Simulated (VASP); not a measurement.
# MgO (P6_3mc) in VASP: notebook

Aim: see how the results for MgO move with the level of theory and the settings. Levels: PBE, PBEsol. Tasks: single point.

Everything below comes from runs of VASP 6.6.1. Logs are shortened: lines on timing, memory, paths and dates and some standing lists are left out, and cuts for length are marked.

## (1) The cell of the first run

Symmetry: P6_3mc, No. 186, hexagonal system. The conventional cell has a = 3.571 Å, b = 3.571 Å, c = 4.414 Å, α = 90.00°, β = 90.00°, γ = 120.00°. Mg (site symmetry 3m) has 4 O at 1.64 to 2.14 Å within 2.2 Å. Within 2.2 Å of O (site symmetry 3m) lie 4 Mg at 1.64 to 2.14 Å.

## (2) Single point, PBE

INCAR reads:

```
ALGO = Normal
EDIFF = 1E-6
ENCUT = 600
GGA = PE
GGA_COMPAT = F
ISIF = 2
ISMEAR = 0
LASPH = T
LCHARG = F
LREAL = F
LWAVE = F
NBANDS = 16
NELM = 120
PREC = Accurate
SIGMA = 0.05
```

KPOINTS reads:

```
k-points
0
Gamma
  9 9 6
```

POSCAR reads:

```
MgO
1.0
    3.5712471184      0.0000000000      0.0000000000
   -1.7856235592      3.0927907277      0.0000000000
    0.0000000000      0.0000000000      4.4137043136
Mg O
2 2
Direct
    0.3333333333      0.6666666667      0.0258441501
    0.6666666667      0.3333333333      0.5258441501
    0.3333333333      0.6666666667      0.3982811987
    0.6666666667      0.3333333333      0.8982811987
```

Potentials or basis: VASP PAW PBE potentials, release 64 (Mg, O).

Started as:

```console
cat potpaw_PBE.64/Mg/POTCAR potpaw_PBE.64/O/POTCAR > POTCAR
mpirun -np 1 vasp_std > vasp.out
```

OUTCAR:

```text
EDIFF = 1E-6
   ENCUT = 600
   GGA = PE
   ISIF = 2
   ISMEAR = 0
   LASPH = T
   LREAL = F
   NELM = 120
   PREC = Accurate

 ion  position               nearest neighbor table
   1  0.333  0.667  0.026-   3 1.64   4 2.14   4 2.14   4 2.14   3 2.77   2 3.02   2 3.02   2 3.02
                             2 3.02   2 3.02   2 3.02
   2  0.667  0.333  0.526-   4 1.64   3 2.14   3 2.14   3 2.14   4 2.77   1 3.02   1 3.02   1 3.02
                             1 3.02   1 3.02   1 3.02
   3  0.333  0.667  0.398-   1 1.64   2 2.14   2 2.14   2 2.14   1 2.77
   4  0.667  0.333  0.898-   2 1.64   1 2.14   1 2.14   1 2.14   2 2.77

  LATTYP: Found a hexagonal cell.
 ALAT       =     3.5712471184
 C/A-ratio  =     1.2359000000

  Lattice vectors:

 A1 = (   3.5712471184,   0.0000000000,   0.0000000000)
 A2 = (  -1.7856235592,   3.0927907277,   0.0000000000)
 A3 = (   0.0000000000,   0.0000000000,   4.4137043136)

Analysis of symmetry for initial positions (statically):
=====================================================================
 Subroutine PRICEL returns:
 Original cell was already a primitive cell.

 Routine SETGRP: Setting up the symmetry group for a
 hexagonal supercell.

 Subroutine GETGRP returns: Found 12 space group operations
 (whereof  6 operations were pure point group operations)
 out of a pool of 24 trial point group operations.

The static configuration has the point symmetry C_3v.
 The point group associated with its full space group is C_6v.

Analysis of symmetry for dynamics (positions and initial velocities):
=====================================================================
 Subroutine PRICEL returns:
 Original cell was already a primitive cell.

 Routine SETGRP: Setting up the symmetry group for a
 hexagonal supercell.

 Subroutine GETGRP returns: Found 12 space group operations
 (whereof  6 operations were pure point group operations)
 out of a pool of 24 trial point group operations.

The dynamic configuration has the point symmetry C_3v.
 The point group associated with its full space group is C_6v.

 Subroutine INISYM returns: Found 12 space group operations
 (whereof  6 operations are pure point group operations),
 and found     1 'primitive' translations

----------------------------------------------------------------------------------------

[... 97 lines left out ...]
   LREAL  =      F    real-space projection
   EDIFFG = 0.1E-04   stopping-criterion for IOM
   NSW    =      0    number of steps for IOM
   IBRION =     -1    ionic relax: 0-MD 1-quasi-New 2-CG
   NFREE  =      0    steps in history (QN), initial steepest desc. (CG)
   ISIF   =      2    stress and relaxation
   ISYM   =      2    0-nonsym 1-usesym 2-fastsym
   POTIM  = 0.5000    time-step for ionic-motion
   TEBEG  =    0.0;   TEEND  =   0.0 temperature during run
   PSTRESS=    0.0 pullay stress
   NELECT =      16.0000    total number of electrons
   NUPDOWN=      -1.0000    fix difference up-down
   EMIN   =  10.00;   EMAX   =-10.00  energy-range for DOS
   EFERMI =   0.00;   METHOD = LEGACY
   ISMEAR =     0;   SIGMA  =   0.05  broadening in eV -4-tet -1-fermi 0-gaus
   EFERMI_NEDOS =   21; number of points for ismear=-14 and -15
   IALGO  =     38    algorithm
   IMIX   =      4    mixing-type and parameters
     AMIX     =   0.40;   BMIX     =  1.00
     AMIX_MAG =   1.60;   BMIX_MAG =  1.00
  volume/ion in A,a.u.               =      12.19        82.25
  Fermi-wavevector in a.u.,A,eV,Ry     =   1.129250  2.133974 17.350238  1.275207
  Thomas-Fermi vector in A             =   2.265943
   LORBIT       =      0    0 simple, 1 ext, 2 COOP (PROOUT), +10 PAW based schemes
   GGA     = PE    functional components
   LHFCALC =     F    Hartree Fock is set to
   AEXX    =    0.0000 exact exchange contribution
   IVDW    =     0    specifies the selected vdW correction
   LEPSILON=     F    determine dielectric tensor
   LRPA    =     F    only Hartree local field effects (RPA)
 non-spin polarized calculation
 Gauss-broadening in eV      SIGMA  =   0.05
  energy-cutoff  :      600.00
  volume of cell :       48.75
 maximum number of plane-waves:      1656
 NGX is ok and might be reduce to    30
   NGX = 15   NGY = 15   NGZ = 17

 number of electron      16.0000001 magnetization

 Free energy of the ion-electron system (eV)
  ---------------------------------------------------
  ext. energy  EPLUGINS =         0.00000000
  ---------------------------------------------------
  free energy    TOTEN  =       -21.46412738 eV

  energy without entropy =      -21.46412738  energy(sigma->0) =      -21.46412738

 E-fermi :   1.1772     XC(G=0):  -9.5392

 val. band max:        0.9648183391   @ k =   0.1111  -0.0000   0.0000
 cond. band min:       4.1746949234   @ k =   0.0000   0.0000   0.0000
 fundamental gap:      3.2098765843
 Fermi energy:         1.1771920254

 k-point     1 :       0.0000    0.0000    0.0000
  band No.  band energies     occupation
      1     -15.2759      2.00000
      2     -14.2483      2.00000
      3      -1.6988      2.00000
      4      -0.1626      2.00000
      5      -0.1626      2.00000
      6       0.4932      2.00000
[... 433 lines left out ...]
      3      -1.7940      2.00000
      4      -1.2972      2.00000
      5      -1.2972      2.00000
      6       0.0034      2.00000
[... 8 lines left out ...]
     15      15.0144      0.00000
     16      16.9304      0.00000

 [... further k-points ...]

------------------------ aborting loop because EDIFF is reached ----------------------------------------

  FORCE on cell =-STRESS in cart. coord.  units (eV):
  Direction    XX          YY          ZZ          XY          YZ          ZX
  --------------------------------------------------------------------------------------
  -------------------------------------------------------------------------------------
  Total       -3.5792422     -3.5792422     22.0252954      0.0000000      0.0000000      0.0000000
  in kB     -117.6326829   -117.6326829    723.8667880      0.0000000      0.0000000      0.0000000
  external PRESSURE =     162.8671407 kB  Pullay stress =       0.0000000 kB

 VOLUME and BASIS-vectors are now :
 -----------------------------------------------------------------------------
  energy-cutoff  :      600.00
  volume of cell :       48.75
      direct lattice vectors                 reciprocal lattice vectors
     3.571247118  0.000000000  0.000000000     0.280014227  0.161666289  0.000000000
    -1.785623559  3.092790728  0.000000000     0.000000000  0.323332578  0.000000000
     0.000000000  0.000000000  4.413704314     0.000000000  0.000000000  0.226567058

 POSITION                                       TOTAL-FORCE (eV/Angst)
 -----------------------------------------------------------------------------------
     -0.00000      2.06186      0.11407        -0.000000      0.000000     -7.192548
      1.78562      1.03093      2.32092        -0.000000      0.000000     -7.192548
     -0.00000      2.06186      1.75790         0.000000     -0.000000      7.192548
      1.78562      1.03093      3.96475        -0.000000      0.000000      7.192548
 -----------------------------------------------------------------------------------
    total drift:                               -0.000000      0.000000     -0.000542

  FREE ENERGIE OF THE ION-ELECTRON SYSTEM (eV)
  ---------------------------------------------------
  free  energy   TOTEN  =       -21.4641273804 eV

  energy  without entropy=      -21.4641273804  energy(sigma->0) =      -21.46412738
```

Run time: 24 s. Hardware: 1 thread of Intel Xeon 6975P-C (Granite Rapids), shared host; peak memory 0.19 GiB.

Results:

```yaml
Free_energy: -21.4641 eV
Pressure: 16.3 GPa
Largest_force: 7.193 eV/Å
Band_gap_on_the_k_mesh: 3.21 eV, indirect (the least direct gap lies 2.0 meV higher)
```

Forces in eV/Å, atoms in the order of the input:
```
Mg   0.000  0.000 -7.193
Mg   0.000  0.000 -7.193
O    0.000  0.000  7.193
O    0.000  0.000  7.193
```

Stress tensor (GPa, compression positive):
```
-11.76   0.00   0.00
  0.00 -11.76   0.00
  0.00   0.00  72.39
```

Caveat: forces of over 1 eV/Å act on the atoms, so gaps and moduli don't describe the material at rest. A k mesh can miss the band edges.

[end of part 1 of 2]
